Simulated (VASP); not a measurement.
Input of a VASP 6.6.1 run:

INCAR

```
PREC = Accurate ; ENCUT = 520
EDIFF = 1E-6 ; ISMEAR = 0
SIGMA = 0.1 ; LREAL = F
LASPH = T ; NELM = 100
ALGO = Normal ; ISIF = 2
LWAVE = F ; LCHARG = F
GGA = PE ; NBANDS = 28
```

Contents of KPOINTS:

```
regular mesh
0
Gamma
  12 12 6
```

File POSCAR:

```
Ti3C
1.0
    2.9355437921      0.0000000000      0.0000000000
   -1.4677718961      2.5422554979      0.0000000000
    0.0000000000      0.0000000000      6.7928259024
Ti C
3 1
Direct
    0.3333333333      0.6666666667      0.1722119987
    0.6666666667      0.3333333333      0.8277880013
    0.0000000000      0.0000000000      0.5000000000
    0.0000000000      0.0000000000      0.0000000000
```

Potentials or basis: VASP PAW PBE potentials, release 64 (Ti_sv, C).

The run is started by

```bash
$ cat potpaw_PBE.64/Ti_sv/POTCAR potpaw_PBE.64/C/POTCAR > POTCAR
$ mpirun -np 1 vasp_std > vasp.out
```

(1) What does it give for the pressure?

(2) What does it give for the largest force?

(3) Estimate the band gap on the k mesh.

Answers

(1) 21.1 GPa.

(2) 0.034 eV/Å.

(3) zero (bands 20 and 21 overlap by 1.21 eV).

Caveat: the cell stands under pressure.
